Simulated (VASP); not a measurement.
# Li in VASP: single point with PBEsol

Aim: the single point of Li with PBEsol.

All numbers are computed with VASP 6.6.1; they aren't measurements. Logs are shortened: lines on timing, memory, paths and dates and some standing lists are left out, and cuts for length are marked.

## Step 1: The cell of the first run

The typed cell holds 1 atom: a = 3.053 Å, b = 3.053 Å, c = 3.053 Å, α = 119.74°, β = 119.75°, γ = 90.45°.

This isn't the form of Li at room conditions, which is bcc.

## Step 2: Single point, PBEsol

POSCAR reads:

```
Li
1.0
   -1.5327198505      1.5325486232      2.1505878662
    1.5327198505     -1.5325486232      2.1505878662
    1.5327198505      1.5325486232     -2.1505878662
Li
1
Direct
    0.0000000000      0.5000000000      0.5000000000
```

INCAR.step1 reads:

```
SYSTEM = Li
ALGO     = Fast           ! electronic algorithm
EDIFF    = 1E-6           ! SCF threshold, eV
ENCUT    = 520            ! plane-wave cutoff, eV
GGA      = PS             ! functional
ISIF     = 2              ! what is computed and relaxed
ISMEAR   = 0              ! smearing method
LASPH    = .TRUE.         ! aspherical terms in the spheres
LCHARG   = .TRUE.         ! write CHGCAR
LREAL    = .FALSE.        ! projectors in reciprocal space
LWAVE    = .FALSE.        ! write WAVECAR
NBANDS   = 8              ! bands
NELM     = 60             ! most SCF steps
PREC     = Accurate       ! precision mode
SIGMA    = 0.1            ! smearing width, eV
```

KPOINTS.step1 reads:

```
k-points
0
G
  24 24 24
  0 0 0
```

INCAR.step2 reads:

```
SYSTEM = Li
ALGO     = Fast           ! electronic algorithm
EDIFF    = 1E-6           ! SCF threshold, eV
ENCUT    = 520            ! plane-wave cutoff, eV
GGA      = PS             ! functional
ICHARG   = 11             ! starting density
ISIF     = 2              ! what is computed and relaxed
ISMEAR   = -5             ! smearing method
LASPH    = .TRUE.         ! aspherical terms in the spheres
LCHARG   = .FALSE.        ! write CHGCAR
LORBIT   = 10             ! projections on sites
LREAL    = .FALSE.        ! projectors in reciprocal space
LWAVE    = .FALSE.        ! write WAVECAR
NBANDS   = 8              ! bands
NEDOS    = 1001           ! points of the DOS
NELM     = 60             ! most SCF steps
PREC     = Accurate       ! precision mode
SIGMA    = 0.1            ! smearing width, eV
```

KPOINTS.step2 reads:

```
k-points
0
G
  36 36 36
  0 0 0
```

Potentials or basis: VASP PAW PBE potentials, release 64 (Li_sv).

Started as:

```console
> cat potpaw_PBE.64/Li_sv/POTCAR > POTCAR
> cp INCAR.step1 INCAR
> cp KPOINTS.step1 KPOINTS
> mpirun -np 1 vasp_std > vasp.out
> cp INCAR.step2 INCAR
> cp KPOINTS.step2 KPOINTS
> mpirun -np 1 vasp_std > vasp.out
```

OUTCAR:

```text
SYSTEM = Li
   EDIFF = 1E-6
   ENCUT = 520
   GGA = PS
   ICHARG = 11
   ISIF = 2
   ISMEAR = -5
   LASPH = .TRUE.
   LORBIT = 10
   LREAL = .FALSE.
   NELM = 60
   PREC = Accurate

 ion  position               nearest neighbor table
   1  0.000  0.500  0.500-

  LATTYP: Found a body centered orthorhombic cell.
 ALAT       =     3.0650972464
 B/A-ratio  =     1.0001117272
 C/A-ratio  =     1.4032754548

  Lattice vectors:

 A1 = (   1.5327198505,  -1.5325486232,  -2.1505878662)
 A2 = (  -1.5327198505,   1.5325486232,  -2.1505878662)
 A3 = (   1.5327198505,   1.5325486232,   2.1505878662)

Analysis of symmetry for initial positions (statically):
=====================================================================
 Subroutine PRICEL returns:
 Original cell was already a primitive cell.

 Routine SETGRP: Setting up the symmetry group for a
 body centered orthorhombic supercell.

 Subroutine GETGRP returns: Found  8 space group operations
 (whereof  8 operations were pure point group operations)
 out of a pool of  8 trial point group operations.

The static configuration has the point symmetry D_2h.

Analysis of symmetry for dynamics (positions and initial velocities):
=====================================================================
 Subroutine PRICEL returns:
 Original cell was already a primitive cell.

 Routine SETGRP: Setting up the symmetry group for a
 body centered orthorhombic supercell.

 Subroutine GETGRP returns: Found  8 space group operations
 (whereof  8 operations were pure point group operations)
 out of a pool of  8 trial point group operations.

The dynamic configuration has the point symmetry D_2h.

 Subroutine INISYM returns: Found  8 space group operations
 (whereof  8 operations are pure point group operations),
 and found     1 'primitive' translations

----------------------------------------------------------------------------------------

                                     Primitive cell

  volume of cell :      20.2066

  direct lattice vectors                    reciprocal lattice vectors
    -1.532719850  1.532548623  2.150587866     0.000000000  0.326253923  0.232494569
     1.532719850 -1.532548623  2.150587866     0.326217475  0.000000000  0.232494569
     1.532719850  1.532548623 -2.150587866     0.326217475  0.326253923  0.000000000

  length of vectors
     3.053352844  3.053352844  3.053352844     0.400618705  0.400589024  0.461366951

  position of ions in fractional coordinates (direct lattice)
     0.000000000  0.500000000  0.500000000

  ion indices of the primitive-cell ions
   primitive index   ion index
                 1           1

----------------------------------------------------------------------------------------

 KPOINTS: k-points

Automatic generation of k-mesh.
 Grid dimensions read from file:
 generate k-points for:   36   36   36

 Generating k-lattice:

  Cartesian coordinates                     Fractional coordinates (reciprocal lattice)
     0.000000000  0.009062609  0.006458182     0.027777778 -0.000000000  0.000000000
     0.009061597  0.000000000  0.006458182    -0.000000000  0.027777778  0.000000000
     0.009061597  0.009062609  0.000000000     0.000000000  0.000000000  0.027777778

  Length of vectors
     0.011128297  0.011127473  0.012815749

  Shift w.r.t. Gamma in fractional coordinates (k-lattice)
     0.000000000  0.000000000  0.000000000

 TETIRR: Found 117137 inequivalent tetrahedra from   279936

 Subroutine IBZKPT returns following result:
 ===========================================

 Found   6346 irreducible k-points:

 Following reciprocal coordinates:
            Coordinates               Weight
  0.000000  0.000000  0.000000      1.000000
  0.027778  0.000000 -0.000000      4.000000
  0.055556  0.000000 -0.000000      4.000000
  0.083333  0.000000 -0.000000      4.000000
  0.111111  0.000000 -0.000000      4.000000
  0.138889  0.000000  0.000000      4.000000
[... 16 lines left out ...]
  0.083333  0.027778 -0.000000      8.000000
  0.111111  0.027778 -0.000000      8.000000
 [... further k-points ...]
   k-points           NKPTS =   6346   k-points in BZ     NKDIM =   6346   number of bands    NBANDS=      8
   number of dos      NEDOS =   1001   number of ions     NIONS =      1
   total plane-waves  NPLWV =  13824
   dimension x,y,z NGX =    24 NGY =   24 NGZ =   24
   dimension x,y,z NGXF=    48 NGYF=   48 NGZF=   48
   ions per type =               1
   NGX,Y,Z   is equivalent  to a cutoff of  13.07, 13.07, 13.07 a.u.
   NGXF,Y,Z  is equivalent  to a cutoff of  26.13, 26.13, 26.13 a.u.
 SYSTEM =  Li
   PREC   = accura    normal or accurate (medium, high low for compatibility)
   ISTART =      0    job   : 0-new  1-cont  2-samecut
   ICHARG =     11    charge: 1-file 2-atom 10-const
   ISPIN  =      1    spin polarized calculation?
   LNONCOLLINEAR =      F non collinear calculations
   LSORBIT =      F    spin-orbit coupling
   LASPH  =      T    aspherical Exc in radial PAW
   ENCUT  =  520.0 eV  38.22 Ry    6.18 a.u.   5.68  5.68  5.68*2*pi/ulx,y,z
   NELM   =     60;   NELMIN=  2; NELMDL=  0     # of ELM steps
   EDIFF  = 0.1E-05   stopping-criterion for ELM
   LREAL  =      F    real-space projection
[... 7 lines left out ...]
   TEBEG  =    0.0;   TEEND  =   0.0 temperature during run
   PSTRESS=    0.0 pullay stress
   NELECT =       3.0000    total number of electrons
   NUPDOWN=      -1.0000    fix difference up-down
   EMIN   =  10.00;   EMAX   =-10.00  energy-range for DOS
   EFERMI =   0.00;   METHOD = LEGACY
   ISMEAR =    -5;   SIGMA  =   0.10  broadening in eV -4-tet -1-fermi 0-gaus
   EFERMI_NEDOS =   21; number of points for ismear=-14 and -15
   IALGO  =     68    algorithm
   IMIX   =      4    mixing-type and parameters
     AMIX     =   0.40;   BMIX     =  1.00
     AMIX_MAG =   1.60;   BMIX_MAG =  1.00
  volume/ion in A,a.u.               =      20.21       136.36
  Fermi-wavevector in a.u.,A,eV,Ry     =   0.866863  1.638134 10.224120  0.751452
  Thomas-Fermi vector in A             =   1.985314
   LORBIT       =     10    0 simple, 1 ext, 2 COOP (PROOUT), +10 PAW based schemes
   GGA     = PS    functional components
   LHFCALC =     F    Hartree Fock is set to
   AEXX    =    0.0000 exact exchange contribution
   IVDW    =     0    specifies the selected vdW correction
   LEPSILON=     F    determine dielectric tensor
   LRPA    =     F    only Hartree local field effects (RPA)
 non-spin polarized calculation
 RMM-DIIS sequential band-by-band and
 Fermi weights with tetrahedron method with Bloechl corrections
  energy-cutoff  :      520.00
  volume of cell :       20.21
 maximum number of plane-waves:       560

 number of electron       2.9999995 magnetization

 Free energy of the ion-electron system (eV)
  ---------------------------------------------------
  ext. energy  EPLUGINS =         0.00000000
  ---------------------------------------------------
  free energy    TOTEN  =        -1.96740015 eV

  energy without entropy =       -1.96740015  energy(sigma->0) =       -1.96740015

 E-fermi :   0.6357     XC(G=0):  -7.0254

 val. band max:        0.6313485309   @ k =   0.3889   0.1111   0.0278
 cond. band min:       0.6340152056   @ k =   0.1111   0.3611   0.0556
 fundamental gap:      0.0026666746
 Fermi energy:         0.6357229624

 k-point     1 :       0.0000    0.0000    0.0000
  band No.  band energies     occupation
      1     -45.2751      2.00000
      2      -2.9236      2.00000
      3      15.0342      0.00000
      4      15.0427      0.00000
      5      15.0451      0.00000
      6      18.8795      0.00000
      7      18.8830      0.00000
      8      18.9083      0.00000

 k-point     2 :       0.0278    0.0000   -0.0000
  band No.  band energies     occupation
      1     -45.2749      2.00000
      2      -2.9099      2.00000
      3      14.8754      0.00000
      4      15.0043      0.00000
      5      15.0067      0.00000
      6      18.5915      0.00000
      7      18.9406      0.00000
      8      18.9596      0.00000

 k-point     3 :       0.0556    0.0000   -0.0000
  band No.  band energies     occupation
      1     -45.2745      2.00000
      2      -2.8684      2.00000
      3      14.4089      0.00000
      4      14.9061      0.00000
      5      14.9098      0.00000
      6      18.2730      0.00000
      7      19.1134      0.00000
      8      19.1292      0.00000

 k-point     4 :       0.0833    0.0000   -0.0000
  band No.  band energies     occupation
      1     -45.2738      2.00000
      2      -2.7994      2.00000
      3      13.7268      0.00000
      4      14.7590      0.00000
      5      14.7713      0.00000
      6      18.1233      0.00000
      7      19.3701      0.00000
      8      19.3841      0.00000

 k-point     5 :       0.1111    0.0000   -0.0000
  band No.  band energies     occupation
      1     -45.2728      2.00000
      2      -2.7028      2.00000
      3      12.9236      0.00000
      4      14.5851      0.00000
      5      14.6074      0.00000
      6      18.1023      0.00000
      7      19.6666      0.00000
      8      19.6850      0.00000
[... 177 lines left out ...]
 k-point    22 :       0.0556    0.0278   -0.0000
  band No.  band energies     occupation
      1     -45.2741      2.00000
      2      -2.8360      2.00000
      3      14.1856      0.00000
      4      14.5381      0.00000
      5      15.0389      0.00000
      6      18.0735      0.00000
      7      19.0512      0.00000
      8      19.5758      0.00000

 k-point    23 :       0.0833    0.0278   -0.0000
  band No.  band energies     occupation
      1     -45.2733      2.00000
      2      -2.7577      2.00000
      3      13.4593      0.00000
      4      14.3304      0.00000
      5      14.9614      0.00000
      6      17.9992      0.00000
      7      19.2555      0.00000
      8      19.9132      0.00000

 k-point    24 :       0.1111    0.0278   -0.0000
  band No.  band energies     occupation
      1     -45.2723      2.00000
      2      -2.6518      2.00000
      3      12.6361      0.00000
      4      14.1204      0.00000
      5      14.8413      0.00000
      6      18.0304      0.00000
      7      19.5137      0.00000
      8      20.2309      0.00000

 [... further k-points ...]

------------------------ aborting loop because EDIFF is reached ----------------------------------------

  FORCE on cell =-STRESS in cart. coord.  units (eV):
  Direction    XX          YY          ZZ          XY          YZ          ZX
  --------------------------------------------------------------------------------------
  -------------------------------------------------------------------------------------
  Total       -0.0103491     -0.0101208     -0.0068538      0.0000000      0.0000000      0.0000000
  in kB       -0.8205790     -0.8024749     -0.5434381      0.0000000      0.0000000      0.0000000
  external PRESSURE =      -0.7221640 kB  Pullay stress =       0.0000000 kB

 VOLUME and BASIS-vectors are now :
 -----------------------------------------------------------------------------
  energy-cutoff  :      520.00
  volume of cell :       20.21
      direct lattice vectors                 reciprocal lattice vectors
    -1.532719850  1.532548623  2.150587866     0.000000000  0.326253923  0.232494569
     1.532719850 -1.532548623  2.150587866     0.326217475  0.000000000  0.232494569
     1.532719850  1.532548623 -2.150587866     0.326217475  0.326253923  0.000000000

 POSITION                                       TOTAL-FORCE (eV/Angst)
 -----------------------------------------------------------------------------------
      1.53272      0.00000      0.00000         0.000000      0.000000      0.000000
 -----------------------------------------------------------------------------------
    total drift:                                0.000000      0.000000     -0.000000

  FREE ENERGIE OF THE ION-ELECTRON SYSTEM (eV)
  ---------------------------------------------------
  free  energy   TOTEN  =        -1.9674001451 eV

  energy  without entropy=       -1.9674001451  energy(sigma->0) =       -1.96740015

 total charge

# of ion       s       p       d       tot
------------------------------------------
    1        2.032   0.045   0.000   2.078
```

Run time: 4.4 min. Hardware: 1 thread of Intel Xeon 6975P-C (Granite Rapids), shared host; peak memory 0.98 GiB.

Results:

```yaml
Valence_electrons_inside_the_program's_atomic_spheres: Li 2.08
```

Levels at points of the mesh, in eV from the Fermi level:
```csv
k point,band 1,band 2,band 3,band 4,band 5,band 6,band 7
"(0.00, 0.00, 0.00)",-45.91,-3.56,14.40,14.41,14.41,18.24,18.25
"(0.50, 0.00, 0.00)",-45.89,-0.02,2.94,12.61,12.74,16.51,16.68
"(0.00, 0.50, 0.00)",-45.89,-0.02,2.94,12.61,12.74,16.52,16.68
"(0.50, 0.50, 0.00)",-45.89,1.50,4.69,8.48,8.52,10.67,15.50
"(0.50, 0.50, 0.50)",-45.88,1.60,4.79,8.38,8.39,10.56,15.41
```

Caveat: the cutoff is under 1.25 times the usual one of these potentials, so pressure, stress and relaxed cells hold a basis-set (Pulay) error; the PAW data sets were made with another functional, which shifts forces and pressure a little; tetrahedron occupations give inexact forces and stress in metals.
